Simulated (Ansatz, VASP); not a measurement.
# One calculation of CuO, two programs

File INCAR:

```
SYSTEM = CuO
ALGO = Normal
EDIFF = 1E-6
ENCUT = 600
GGA = PE
GGA_COMPAT = .FALSE.
ISIF = 2
ISMEAR = 0
ISPIN = 2
LASPH = .TRUE.
LCHARG = .FALSE.
LDAU = .TRUE.
LDAUJ = 0 0
LDAUL = 2 -1
LDAUPRINT = 1
LDAUTYPE = 2
LDAUU = 6 0
LMAXMIX = 4
LORBIT = 11
LREAL = .FALSE.
LWAVE = .FALSE.
MAGMOM = 1 0
NBANDS = 20
NELM = 200
PREC = Accurate
SIGMA = 0.05
```

File KPOINTS:

```
k-points
0
G
  8 8 7
  0 0 0
```

POSCAR

```
CuO
1.0
    2.8363251100      0.0000000000      0.0000000000
   -1.4181625500      2.4563296000      0.0000000000
    0.0000000000      0.0000000000      2.7681127800
Cu O
1 1
Direct
    0.0000000000      0.0000000000      0.0000000000
    0.6666666667      0.3333333333      0.5000000000
```

Input for Ansatz:

```yaml
crystal:
  lattice:
    - [2.83632511, 0.0, 0.0]
    - [-1.41816255, 2.4563296, 0.0]
    - [0.0, 0.0, 2.76811278]
  atoms:
    - { symbol: Cu, position: [0.0, 0.0, 0.0], spin: 1.0 }
    - { symbol: O, position: [0.6666666667, 0.3333333333, 0.5] }
basis:
  ecutwfc: 420
  ecutrho_ratio: 4
kpoints:
  mp_grid: { grid: [8, 8, 7] }
hamiltonian:
  xc: pbe
  hubbard: { sites: [{ site: 0, l: d, u_eff: 6.0 }] }
scf:
  occupations: { method: gaussian, width: 0.05 }
  lower_state_search: "off"
  max_iter: 150
output:
  forces: true
  stress: true
  eigenvalues: true
  populations: true
  hubbard: { sites: [{ site: 0, l: d }] }
magnetization:
  spin_polarized: true
```

Alike in both runs: task single point; functional PBE; k mesh 8 × 8 × 7; occupations gaussian, width 0.05 eV; collinear spin; Hubbard terms Cu d U = 6.0 eV.

|  | VASP | Ansatz |
| --- | --- | --- |
| version | VASP 6.6.1 | Ansatz 0.2.0 |
| potentials or method | VASP PAW PBE potentials, release 64 (Cu, O), cutoff 600 eV | scalar-relativistic, plane waves, PAW |
| valence electrons in the cell | 17 | 25 |

|  | VASP | Ansatz | Ansatz less VASP |
| --- | --- | --- | --- |
| gap on the k mesh at the Fermi level (eV) | none | none | - |
| pressure (GPa) | -2.3 | 5.6 | +7.89 |
| traceless stress, the component that is largest in VASP (GPa) | -7.03 | -4.13 | +2.904 |
| net moment per atom (μB) | 0.50 | 0.50 | 0.000 |
| size of the moment on the site where the two differ most (μB) | 0.50 | 0.60 | +0.102 |

Site moments also hang on the region over which each program counts them. The programs project onto different local orbitals, so the same U acts differently, and such runs can settle in different states. A gap of «none» marks a metal or a gap that the smearing closes. VASP's potentials hold 17 valence electrons a cell and Ansatz's 25, so a difference there can come from the potentials and not from the codes. Ansatz's warnings: filled band counts differ across k points.
